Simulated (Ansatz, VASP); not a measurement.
**KTaO3 in VASP and in Ansatz**

File INCAR:

```
PREC = Accurate
ENCUT = 520
EDIFF = 1E-6
ISMEAR = 0
SIGMA = 0.05
LREAL = F
LASPH = T
NELM = 60
ALGO = Normal
ISIF = 2
LWAVE = F
LCHARG = T
GGA = PS
LELF = T
LVHAR = T
NBANDS = 27
```

KPOINTS

```
regular mesh
0
Gamma
  8 8 8
```

File POSCAR:

```
KTaO3
1.0
    4.3326767065      0.0000000000      0.0000000000
    0.0000000000      4.3326767065      0.0000000000
    0.0000000000      0.0000000000      3.3794878311
K Ta O
1 1 3
Direct
    0.5000000000      0.5000000000      0.5000000000
    0.0000000000      0.0000000000      0.0000000000
    0.5000000000      0.0000000000      0.0000000000
    0.0000000000      0.5000000000      0.0000000000
    0.0000000000      0.0000000000      0.5000000000
```

Input for Ansatz:

```yaml
crystal:
  lattice:
    - [4.3326767065, 0.0, 0.0]
    - [0.0, 4.3326767065, 0.0]
    - [0.0, 0.0, 3.3794878311]
  atoms:
    - { symbol: K, position: [0.5, 0.5, 0.5] }
    - { symbol: Ta, position: [0.0, 0.0, 0.0] }
    - { symbol: O, position: [0.5, 0.0, 0.0] }
    - { symbol: O, position: [0.0, 0.5, 0.0] }
    - { symbol: O, position: [0.0, 0.0, 0.5] }
basis:
  ecutwfc: 420
kpoints:
  mp_grid: { grid: [8, 8, 8] }
hamiltonian:
  xc: pbesol
scf:
  occupations: { method: gaussian, width: 0.05 }
output:
  forces: true
  stress: true
  eigenvalues: true
```

Alike in both runs: task single point; functional PBEsol; k mesh 8 × 8 × 8; occupations gaussian, width 0.05 eV; no spin polarisation.

```csv
,VASP,Ansatz
version,VASP 6.6.1,Ansatz 0.2.0
potentials or method,"VASP PAW PBE potentials, release 64 (K_sv, Ta_pv, O), cutoff 520 eV","scalar-relativistic, plane waves, PAW"
valence electrons in the cell,38,40
```

|  | VASP | Ansatz | Ansatz less VASP |
| --- | --- | --- | --- |
| gap on the k mesh at the Fermi level (eV) | 1.56 | 1.60 | +0.040 |
| least direct gap on the mesh (eV) | 1.60 | 1.67 | +0.073 |
| pressure (GPa) | 27.4 | 26.3 | -1.08 |
| traceless stress, the component that is largest in VASP (GPa) | 98.53 | 97.25 | -1.277 |

VASP's potentials were made for PBE, not for PBEsol. With one functional, cell and mesh, what is left measures potentials, basis and numerics. VASP's potentials hold 38 valence electrons a cell and Ansatz's 40, so a difference there can come from the potentials and not from the codes.

Neither program's run includes spin-orbit coupling.
